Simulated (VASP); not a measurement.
Crystal: Pd.

```
CELL_PARAMETERS angstrom
0.00000 1.94650 1.94650
1.94650 0.00000 1.94650
1.94650 1.94650 0.00000
ATOMIC_POSITIONS crystal
Pd 0.00000 0.00000 0.00000
```

```yaml
Program: VASP 6.6.1
Task: relaxation of cell and atoms
Functional: PBE
Potentials_or_basis: VASP PAW PBE potentials, release 64 (Pd)
Cutoff: 600 eV
k_mesh: 18 × 18 × 18
Occupations: gaussian, width 0.1 eV
Spin: no spin polarisation
```

At the start: pressure 6.7 GPa; volume 14.75 Å³/atom.

Question: How do energy, volume and symmetry change on relaxing?

Answer: Over 7 steps the energy falls by 10.6 meV/atom and the volume is 15.28 Å³/atom (+3.6 %); space group Fm-3m (No. 225, to 0.05 Å).

Step by step:
```csv
step,energy change (eV),largest force (eV/Å),pressure (GPa),volume (Å³)
1,0.0000,0.0000,6.65,14.75
2,0.0098,0.0000,-7.59,16.10
3,-0.0106,0.0000,-0.06,15.29
4,-0.0106,0.0000,0.06,15.28
5,-0.0106,0.0000,0.06,15.28
6,-0.0106,0.0000,0.05,15.28
7,-0.0106,0.0000,0.05,15.28
```

Final structure:
```cif
data_structure
_symmetry_space_group_name_H-M 'P 1'
_symmetry_Int_Tables_number 1
_cell_length_a 2.7853
_cell_length_b 2.7853
_cell_length_c 2.7853
_cell_angle_alpha 60.000
_cell_angle_beta 60.000
_cell_angle_gamma 60.000
_cell_volume 15.28
loop_
_atom_site_label
_atom_site_type_symbol
_atom_site_fract_x
_atom_site_fract_y
_atom_site_fract_z
_atom_site_occupancy
Pd1 Pd 0.00000 0.00000 0.00000 1
```
